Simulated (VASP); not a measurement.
Wanted: the native input for a VASP 6.6.1 run.

```yaml
Task: single point
Functional: r2SCAN
Potentials_or_basis: VASP PAW PBE potentials, release 64 (Ge_d, Sn_d, Te)
Cutoff: 520 eV
k_mesh: 6 × 6 × 6
Occupations: gaussian, width 0.01 eV
Spin: no spin polarisation
Dipole_correction: no
Further_INCAR_settings: ALGO = Normal; EDIFF = 1e-07; NBANDS = 28
```

Crystal: SnGeTe2.

```xyz
4
Lattice="2.2026 1.2716 7.2187 -2.2026 1.2716 7.2187 0.0000 -2.5433 7.2187" Properties=species:S:1:pos:R:3 pbc="T T T"
Ge    2.2026    1.2716    7.2187
Sn    0.0000    0.0000   10.8281
Te    0.0000    0.0000    5.5395
Te    0.0000    0.0000   16.1166
```

One way to write it, as run:

POSCAR

```
SnGeTe2
1.0
    2.2025612334      1.2716493210      7.2187019510
   -2.2025612334      1.2716493210      7.2187019510
    0.0000000000     -2.5432986420      7.2187019510
Ge Sn Te
1 1 2
Direct
    1.0000000000      0.0000000000      0.0000000000
    0.5000000000      0.5000000000      0.5000000000
    0.2557924949      0.2557924949      0.2557924949
    0.7442075051      0.7442075051      0.7442075051
```

INCAR.step1

```
SYSTEM = SnGeTe2
PREC = Accurate
ENCUT = 520
ISMEAR = 0
SIGMA = 0.01
LREAL = .FALSE.
LASPH = .TRUE.
NELM = 60
NBANDS = 28
GGA = PE
ALGO = Normal
EDIFF = 1E-4
LWAVE = .TRUE.
LCHARG = .FALSE.
```

INCAR.step2

```
SYSTEM = SnGeTe2
PREC = Accurate
ENCUT = 520
EDIFF = 1E-7
ISMEAR = 0
SIGMA = 0.01
LREAL = .FALSE.
LASPH = .TRUE.
NELM = 60
ALGO = Normal
ISIF = 2
LWAVE = .FALSE.
LCHARG = .FALSE.
METAGGA = R2SCAN
LMIXTAU = .TRUE.
NBANDS = 28
ISTART = 1
```

KPOINTS

```
regular mesh
0
G
  6 6 6
  0 0 0
```

Potentials or basis: VASP PAW PBE potentials, release 64 (Ge_d, Sn_d, Te).

Command:

```sh
$ cat potpaw_PBE.64/Ge_d/POTCAR potpaw_PBE.64/Sn_d/POTCAR potpaw_PBE.64/Te/POTCAR > POTCAR
$ cp INCAR.step1 INCAR
$ mpirun -np 1 vasp_std > vasp.out
$ cp INCAR.step2 INCAR
$ mpirun -np 1 vasp_std > vasp.out
```

Results of the run:

```yaml
Pressure: -1.4 GPa
Band_gap_on_the_k_mesh: 0.36 eV (least direct gap 0.40 eV)
```

Caveat: the PAW data sets were made with another functional, which shifts forces and pressure a little; spin-orbit coupling is left out, which moves the levels of the heavy elements.

It took 9.1 min on 1 thread of Intel(R) Xeon(R) 6975P-C (Granite Rapids), on a shared host, peak memory 0.6 GiB.
